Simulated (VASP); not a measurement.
# Si8N in VASP: further runs

Si8N is run at these levels: PBE; tasks: single point.

Program: VASP 6.6.1. These are calculated values, not measurements. Logs are shortened: lines on timing, memory, paths and dates and some standing lists are left out, and cuts for length are marked.

### Step 1. The cell of the first run

The cell holds a slab with vacuum, 9 atoms: a = 3.851 Å, b = 6.365 Å, c = 19.753 Å, α = 90.00°, β = 90.00°, γ = 90.00°.

### Step 2. Single point, PBE, collinear spin, ferromagnetic start

INCAR reads:

```
SYSTEM = Si8N
ALGO = Normal
DIPOL = 0.5 0.5 0.327
EDIFF = 1E-6
ENCUT = 520
GGA = PE
GGA_COMPAT = .False.
IDIPOL = 3
ISIF = 2
ISMEAR = 0
ISPIN = 2
LASPH = .True.
LCHARG = .False.
LDIPOL = .True.
LORBIT = 11
LREAL = .False.
LWAVE = .False.
MAGMOM = 0 0 0 0 0 0 0 0 3
NBANDS = 32
NELM = 200
NELMDL = -8
PREC = Accurate
SIGMA = 0.05
```

KPOINTS reads:

```
k-points
0
Gamma
  7 4 1
  0 0 0
```

POSCAR reads:

```
Si8N
1.0
    3.8510822285      0.0000000000      0.0000000000
    0.0000000000      6.3646810443      0.0000000000
    0.0000000000      0.0000000000     19.7525435318
Si N
8 1
Direct
    0.0000000000      0.9370679282      0.2025055656
    0.0000000000      0.5629320718      0.2025055656
    0.5000000000      0.4370679282      0.2587875163
    0.5000000000      0.0629320718      0.2587875163
    0.5000000000      0.9333044702      0.3720589482
    0.5000000000      0.5666955298      0.3720589482
    0.0000000000      0.4259907587      0.4177964989
    0.0000000000      0.0740092413      0.4177964989
    0.5000000000      1.0926574254      0.4438954516
```

Potentials or basis: VASP PAW PBE potentials, release 64 (Si, N).

Started as:

```
cat potpaw_PBE.64/Si/POTCAR potpaw_PBE.64/N/POTCAR > POTCAR
mpirun -np 1 vasp_std > vasp.out
```

OUTCAR:

```text
SYSTEM = Si8N
   EDIFF = 1E-6
   ENCUT = 520
   GGA = PE
   ISIF = 2
   ISMEAR = 0
   ISPIN = 2
   LASPH = .True.
   LORBIT = 11
   LREAL = .False.
   NELM = 200
   NELMDL = -8
   PREC = Accurate

 ion  position               nearest neighbor table
   1  0.000  0.937  0.203-   4 2.36   4 2.36   2 2.38
   2  0.000  0.563  0.203-   3 2.36   3 2.36   1 2.38
   3  0.500  0.437  0.259-   2 2.36   2 2.36   4 2.38   6 2.38
   4  0.500  0.063  0.259-   1 2.36   1 2.36   3 2.38   5 2.38
   5  0.500  0.933  0.372-   9 1.74   8 2.31   8 2.31   6 2.33   4 2.38
   6  0.500  0.567  0.372-   7 2.31   7 2.31   5 2.33   3 2.38
   7  0.000  0.426  0.418-   8 2.24   6 2.31   6 2.31
   8  0.000  0.074  0.418-   9 2.00   9 2.00   7 2.24   5 2.31   5 2.31
   9  0.500  0.093  0.444-   5 1.74   8 2.00   8 2.00

  LATTYP: Found a simple orthorhombic cell.
 ALAT       =     3.8510822285
 B/A-ratio  =     1.6526993366
 C/A-ratio  =     5.1290890092

  Lattice vectors:

 A1 = (   3.8510822285,   0.0000000000,   0.0000000000)
 A2 = (   0.0000000000,   6.3646810443,   0.0000000000)
 A3 = (   0.0000000000,   0.0000000000,  19.7525435318)

Analysis of symmetry for initial positions (statically):
=====================================================================
 Subroutine PRICEL returns:
 Original cell was already a primitive cell.

 Routine SETGRP: Setting up the symmetry group for a
 simple orthorhombic supercell.

 Subroutine GETGRP returns: Found  2 space group operations
 (whereof  2 operations were pure point group operations)
 out of a pool of  8 trial point group operations.

The static configuration has the point symmetry C_1h.

Analysis of symmetry for dynamics (positions and initial velocities):
=====================================================================
 Subroutine PRICEL returns:
 Original cell was already a primitive cell.

 Routine SETGRP: Setting up the symmetry group for a
 simple orthorhombic supercell.

 Subroutine GETGRP returns: Found  2 space group operations
 (whereof  2 operations were pure point group operations)
 out of a pool of  8 trial point group operations.

The dynamic configuration has the point symmetry C_1h.

Analysis of structural, dynamic, and magnetic symmetry:
=====================================================================
 Subroutine PRICEL returns:
 Original cell was already a primitive cell.

 Routine SETGRP: Setting up the symmetry group for a
 simple orthorhombic supercell.

 Subroutine GETGRP returns: Found  2 space group operations
 (whereof  2 operations were pure point group operations)
 out of a pool of  8 trial point group operations.

The overall configuration has the point symmetry C_1h.

 Subroutine INISYM returns: Found  2 space group operations
 (whereof  2 operations are pure point group operations),
 and found     1 'primitive' translations

----------------------------------------------------------------------------------------

                                     Primitive cell

  volume of cell :     484.1528

  direct lattice vectors                    reciprocal lattice vectors
     3.851082229  0.000000000  0.000000000     0.259667268  0.000000000  0.000000000
     0.000000000  6.364681044  0.000000000     0.000000000  0.157117064  0.000000000
     0.000000000  0.000000000 19.752543532     0.000000000  0.000000000  0.050626391

  length of vectors
     3.851082229  6.364681044 19.752543532     0.259667268  0.157117064  0.050626391

  position of ions in fractional coordinates (direct lattice)
     0.000000000  0.937067928  0.202505566
     0.000000000  0.562932072  0.202505566
     0.500000000  0.437067928  0.258787516
     0.500000000  0.062932072  0.258787516
     0.500000000  0.933304470  0.372058948
     0.500000000  0.566695530  0.372058948
     0.000000000  0.425990759  0.417796499
     0.000000000  0.074009241  0.417796499
[... 62 lines left out ...]
 SYSTEM =  Si8N
   PREC   = accura    normal or accurate (medium, high low for compatibility)
   ISTART =      0    job   : 0-new  1-cont  2-samecut
   ICHARG =      2    charge: 1-file 2-atom 10-const
   ISPIN  =      2    spin polarized calculation?
   LNONCOLLINEAR =      F non collinear calculations
   LSORBIT =      F    spin-orbit coupling
   LASPH  =      T    aspherical Exc in radial PAW
   ENCUT  =  520.0 eV  38.22 Ry    6.18 a.u.   7.16 11.83 36.73*2*pi/ulx,y,z
   NELM   =    200;   NELMIN=  2; NELMDL= -8     # of ELM steps
   EDIFF  = 0.1E-05   stopping-criterion for ELM
   LREAL  =      F    real-space projection
   EDIFFG = 0.1E-04   stopping-criterion for IOM
   NSW    =      0    number of steps for IOM
   IBRION =     -1    ionic relax: 0-MD 1-quasi-New 2-CG
   NFREE  =      0    steps in history (QN), initial steepest desc. (CG)
   ISIF   =      2    stress and relaxation
   ISYM   =      2    0-nonsym 1-usesym 2-fastsym
   POTIM  = 0.5000    time-step for ionic-motion
   TEBEG  =    0.0;   TEEND  =   0.0 temperature during run
   PSTRESS=    0.0 pullay stress
   NELECT =      37.0000    total number of electrons
   NUPDOWN=      -1.0000    fix difference up-down
   EMIN   =  10.00;   EMAX   =-10.00  energy-range for DOS
   EFERMI =   0.00;   METHOD = LEGACY
   ISMEAR =     0;   SIGMA  =   0.05  broadening in eV -4-tet -1-fermi 0-gaus
   EFERMI_NEDOS =   21; number of points for ismear=-14 and -15
   IALGO  =     38    algorithm
   IMIX   =      4    mixing-type and parameters
     AMIX     =   0.40;   BMIX     =  1.00
     AMIX_MAG =   1.60;   BMIX_MAG =  1.00
  volume/ion in A,a.u.               =      53.79       363.02
  Fermi-wavevector in a.u.,A,eV,Ry     =   0.694728  1.312845  6.566804  0.482647
  Thomas-Fermi vector in A             =   1.777302
   LORBIT       =     11    0 simple, 1 ext, 2 COOP (PROOUT), +10 PAW based schemes
   GGA     = PE    functional components
   LHFCALC =     F    Hartree Fock is set to
   AEXX    =    0.0000 exact exchange contribution
   IVDW    =     0    specifies the selected vdW correction
   LEPSILON=     F    determine dielectric tensor
   LRPA    =     F    only Hartree local field effects (RPA)
 spin polarized calculation
 Gauss-broadening in eV      SIGMA  =   0.05
  energy-cutoff  :      520.00
  volume of cell :      484.15
 maximum number of plane-waves:     13082
 NGX is ok and might be reduce to    30
   NGX = 15   NGY = 23   NGZ = 73

 dipolmoment           0.000000      0.000000     -0.008307 electrons x Angstroem

 number of electron      36.9999999 magnetization       0.0545518

 dipolmoment           0.000000      0.000000      0.022250 electrons x Angstroem

 Free energy of the ion-electron system (eV)
  ---------------------------------------------------
  ext. energy  EPLUGINS =         0.00000000
  ---------------------------------------------------
  free energy    TOTEN  =       -46.21755378 eV

  energy without entropy =      -46.21200013  energy(sigma->0) =      -46.21477695

 E-fermi :  -1.2615     XC(G=0):  -3.9805

 val. band max:       -1.2641568959   @ k =   0.1429   0.5000   0.0000
 cond. band min:      -1.2468157457   @ k =   0.2857   0.5000   0.0000
 fundamental gap:      0.0173411502
 Fermi energy:        -1.2615000662

 spin component 1

 k-point     1 :       0.0000    0.0000    0.0000
  band No.  band energies     occupation
      1     -17.5120      1.00000
      2     -12.2666      1.00000
      3     -11.0111      1.00000
      4      -9.9558      1.00000
      5      -9.1143      1.00000
      6      -8.0470      1.00000
[... 385 lines left out ...]
     29       3.6274      0.00000
     30       3.7126      0.00000
 Fermi energy:        -1.2615000662

 spin component 2

 k-point     1 :       0.0000    0.0000    0.0000
  band No.  band energies     occupation
      1     -17.5090      1.00000
      2     -12.2623      1.00000
      3     -11.0055      1.00000
      4      -9.9521      1.00000
      5      -9.1072      1.00000
      6      -8.0403      1.00000
[... 385 lines left out ...]
     29       3.6328      0.00000
     30       3.7257      0.00000
 [bands above 30 left out]

------------------------ aborting loop because EDIFF is reached ----------------------------------------

 vacuum level on the upper side and lower side of the slab       (xc-potential included)         0.090        -0.100

  FORCE on cell =-STRESS in cart. coord.  units (eV):
  Direction    XX          YY          ZZ          XY          YZ          ZX
  --------------------------------------------------------------------------------------
  -------------------------------------------------------------------------------------
  Total       -1.1278156      2.2614155      0.3568367      0.0000000      0.6534334      0.0000000
  in kB       -3.7322113      7.4835641      1.1808580      0.0000000      2.1623673      0.0000000
  external PRESSURE =       1.6440703 kB  Pullay stress =       0.0000000 kB

 VOLUME and BASIS-vectors are now :
 -----------------------------------------------------------------------------
  energy-cutoff  :      520.00
  volume of cell :      484.15
      direct lattice vectors                 reciprocal lattice vectors
     3.851082229  0.000000000  0.000000000     0.259667268  0.000000000  0.000000000
     0.000000000  6.364681044  0.000000000     0.000000000  0.157117064  0.000000000
     0.000000000  0.000000000 19.752543532     0.000000000  0.000000000  0.050626391

 POSITION                                       TOTAL-FORCE (eV/Angst)
 -----------------------------------------------------------------------------------
      0.00000      5.96414      4.00000         0.000000     -0.603494      0.572454
      0.00000      3.58288      4.00000         0.000000      0.703430      0.568831
      1.92554      2.78180      5.11171         0.000000     -0.031708     -0.662397
      1.92554      0.40054      5.11171         0.000000      0.046485     -0.533551
      1.92554      5.94019      7.34911         0.000000     -1.546456     -1.699276
      1.92554      3.60684      7.34911         0.000000     -0.016600      0.068556
      0.00000      2.71130      8.25254         0.000000      0.890795     -0.112448
      0.00000      0.47105      8.25254         0.000000      1.114442      1.776041
      1.92554      0.58973      8.76806         0.000000     -0.556894      0.021789
 -----------------------------------------------------------------------------------
    total drift:                                0.000000     -0.000056      0.000174

  FREE ENERGIE OF THE ION-ELECTRON SYSTEM (eV)
  ---------------------------------------------------
  free  energy   TOTEN  =       -46.2175537779 eV

  energy  without entropy=      -46.2120001257  energy(sigma->0) =      -46.21477695

 vacuum level on the upper side and lower side of the slab         3.794         3.613

 total charge

# of ion       s       p       d       tot
------------------------------------------
    1        0.792   0.836   0.000   1.628
    2        0.796   0.831   0.000   1.626
    3        0.766   0.883   0.000   1.648
    4        0.758   0.900   0.000   1.658
    5        0.756   0.935   0.000   1.691
    6        0.765   0.934   0.000   1.699
    7        0.811   0.868   0.000   1.679
    8        0.781   0.815   0.000   1.596
    9        1.301   2.361   0.000   3.662
--------------------------------------------------
tot          7.525   9.362   0.000  16.887

 magnetization (x)

# of ion       s       p       d       tot
------------------------------------------
    1        0.002   0.010   0.000   0.013
    2       -0.001  -0.003   0.000  -0.004
    3        0.001   0.001   0.000   0.002
    4        0.000   0.001   0.000   0.001
    5        0.001   0.002   0.000   0.003
    6        0.000  -0.001   0.000  -0.001
    7        0.001   0.004   0.000   0.004
    8        0.000  -0.000   0.000  -0.000
    9        0.000   0.002   0.000   0.002
--------------------------------------------------
tot          0.004   0.015   0.000   0.020
```

It took 12 min on 1 thread of Intel Xeon 6975P-C (Granite Rapids), shared host; peak memory 0.83 GiB.

Results:

- Free energy: -46.2176 eV
- Largest force: 2.298 eV/Å
- Net moment: 0.05 μB per cell
- Valence electrons inside the program's atomic spheres: Si 1.63, 1.65, 1.66, 1.69, 1.70, 1.68, 1.60 (each value once); N 3.66

Forces on the atoms (eV/Å):
```
Si   0.000 -0.603  0.572
Si   0.000  0.703  0.569
Si   0.000 -0.032 -0.662
Si   0.000  0.046 -0.534
Si   0.000 -1.546 -1.699
Si   0.000 -0.017  0.069
Si   0.000  0.891 -0.112
Si   0.000  1.114  1.776
N    0.000 -0.557  0.022
```

(Part 1 of 2 ends here.)
